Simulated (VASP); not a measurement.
Runs of VASP 6.6.1 on AlN. The structure is cubic, space group Pm-3m (No. 221). The conventional cell has a = 2.585 Å, b = 2.585 Å, c = 2.585 Å, α = 90.00°, β = 90.00°, γ = 90.00°. Within 3.0 Å of Al (site symmetry m-3m) lie 8 N at 2.24 Å and 6 Al at 2.59 Å. Within 3.0 Å of N (site symmetry m-3m) lie 8 Al at 2.24 Å and 6 N at 2.59 Å. 

```csv
level,k mesh,grid for exact exchange (PRECFOCK),share of exact exchange,gap on the mesh (eV),pressure (GPa)
PBEsol,6 × 6 × 6,-,-,none,1.0
PBEsol,4 × 4 × 4,-,-,none,2.8
PBE-based global hybrid,4 × 4 × 4,Normal,0.4,2.09,(b)
PBE-based global hybrid,4 × 4 × 4,Normal,0.35,(a),-6.4
```

Alike in all rows: task single point; potentials or basis VASP PAW PBE potentials, release 64 (Al, N); no spin polarisation; cell as given; cutoff (eV) 520; smearing fermi-dirac 0.02 eV.

Q: Estimate the missing entries.

A: (a) 1.80; (b) -8.0.

Caveats: all runs use coarse meshes; the PAW data sets were made with another functional, which shifts forces and pressure a little.

A k mesh can miss the band edges.

A gap of «none» marks levels without a gap at the run's occupations.
